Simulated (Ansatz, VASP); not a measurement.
## Two plane-wave programs on Os

File INCAR:

```
SYSTEM = Os
PREC = Accurate ; ENCUT = 560
EDIFF = 1E-6 ; ISMEAR = -1
SIGMA = 0.05 ; LREAL = .FALSE.
LASPH = .TRUE. ; NELM = 120
ALGO = Normal ; ISIF = 2
LWAVE = .FALSE. ; LCHARG = .FALSE.
NBANDS = 23 ; GGA_COMPAT = .FALSE.
```

Contents of KPOINTS:

```
regular mesh
0
G
  13 13 13
  0 0 0
```

POSCAR

```
Os
1.0
    0.0000000000      2.3074595258      2.3074595258
    2.3074595258      0.0000000000      2.3074595258
    2.3074595258      2.3074595258      0.0000000000
Os
2
Direct
   -0.1250000000     -0.1250000000     -0.1250000000
    0.1250000000      0.1250000000      0.1250000000
```

Input for Ansatz:

```yaml
crystal:
  lattice:
    - [0.0, 2.3074595258, 2.3074595258]
    - [2.3074595258, 0.0, 2.3074595258]
    - [2.3074595258, 2.3074595258, 0.0]
  atoms:
    - { symbol: Os, position: [-0.125, -0.125, -0.125] }
    - { symbol: Os, position: [0.125, 0.125, 0.125] }
kpoints:
  mp_grid: { grid: [13, 13, 13] }
scf:
  occupations: { method: fermi_dirac, width: 0.05 }
hamiltonian:
  xc: lda
  pseudopotentials: { kind: paw }
output:
  forces: true
  stress: true
  eigenvalues: true
  populations: true
```

Change from the starting cell: volume scaled by 0.6, PAW files.

Alike in both runs: task single point; functional LDA; k mesh 13 × 13 × 13; occupations fermi-dirac, width 0.05 eV; no spin polarisation.

|  | VASP | Ansatz |
| --- | --- | --- |
| version | VASP 6.6.1 | Ansatz 0.2.0 |
| potentials or method | VASP PAW LDA potentials, release 64 (Os_sv_GW) | PAW with Ansatz's default frozen-core files, scalar-relativistic |
| plane-wave cutoff (eV) | 560 | 420 |
| valence electrons in the cell | 32 | 32 |

```csv
,VASP,Ansatz,Ansatz less VASP
pressure (GPa),382.6,361.4,-21.27
```

LDA's correlation is that of Perdew and Zunger in VASP and of Perdew and Wang (1992) in Ansatz. Both programs put the cell under a high pressure, so it lies far from rest at this level.

Neither program's run includes spin-orbit coupling. Noted on VASP's run: the cell as given lies far from equilibrium.
